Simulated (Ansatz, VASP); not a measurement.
## Rb in VASP and in Ansatz

POSCAR

```
Rb
1.0
   -2.8060000000      2.8060000000      2.8060000000
    2.8060000000     -2.8060000000      2.8060000000
    2.8060000000      2.8060000000     -2.8060000000
Rb
1
Direct
    0.0000000000      0.0000000000      0.0000000000
```

Contents of INCAR.step1:

```
PREC     = Accurate       # precision mode
ENCUT    = 520            # plane-wave cutoff, eV
ISMEAR   = -1             # smearing method
SIGMA    = 0.05           # smearing width, eV
LREAL    = F              # projectors in reciprocal space
LASPH    = T              # aspherical terms in the spheres
NELM     = 80             # most SCF steps
NBANDS   = 10             # bands
GGA      = PE             # functional
ALGO     = Normal         # electronic algorithm
EDIFF    = 1E-4           # SCF threshold, eV
LWAVE    = T              # write WAVECAR
LCHARG   = F              # write CHGCAR
```

Contents of INCAR.step2:

```
PREC     = Accurate       # precision mode
ENCUT    = 520            # plane-wave cutoff, eV
EDIFF    = 1E-8           # SCF threshold, eV
ISMEAR   = -1             # smearing method
SIGMA    = 0.05           # smearing width, eV
LREAL    = F              # projectors in reciprocal space
LASPH    = T              # aspherical terms in the spheres
NELM     = 80             # most SCF steps
ALGO     = Normal         # electronic algorithm
ISIF     = 2              # what is computed and relaxed
LWAVE    = F              # write WAVECAR
LCHARG   = F              # write CHGCAR
METAGGA  = R2SCAN         # meta-GGA
LMIXTAU  = T            
LEFG     = T            
NBANDS   = 10             # bands
ISTART   = 1
```

Contents of KPOINTS:

```
regular mesh
0
Gamma
  8 8 8
```

Input for Ansatz:

```yaml
crystal:
  lattice:
    - [-2.806, 2.806, 2.806]
    - [2.806, -2.806, 2.806]
    - [2.806, 2.806, -2.806]
  atoms:
    - { symbol: Rb, position: [0.0, 0.0, 0.0] }
kpoints:
  mp_grid: { grid: [8, 8, 8] }
  band_path:
    path:
      - [0.0, 0.0, 0.0]
      - [0.5, -0.5, 0.5]
      - [0.0, 0.0, 0.5]
      - [0.0, 0.0, 0.0]
      - [0.25, 0.25, 0.25]
      - [0.5, -0.5, 0.5]
      - [0.25, 0.25, 0.25]
      - [0.0, 0.0, 0.5]
    npoints: 5
scf:
  occupations: { method: fermi_dirac, width: 0.05 }
hamiltonian:
  xc: r2scan
  pseudopotentials: { kind: paw }
output:
  forces: true
  stress: true
  eigenvalues: true
  efg: { contact_densities: true }
```

Alike in both runs: task electric field gradients; functional r2SCAN; k mesh 8 × 8 × 8; occupations fermi-dirac, width 0.05 eV; no spin polarisation.

```csv
,VASP,Ansatz
version,VASP 6.6.1,Ansatz 0.2.0
potentials or method,"VASP PAW PBE potentials, release 64 (Rb_sv)","PAW with Ansatz's default frozen-core files, scalar-relativistic"
plane-wave cutoff (eV),520,500
valence electrons in the cell,9,9
```

```csv
,VASP,Ansatz,Ansatz less VASP
pressure (GPa),0.2,0.2,-0.01
```

VASP's potentials were made for PBE, not for r2SCAN.
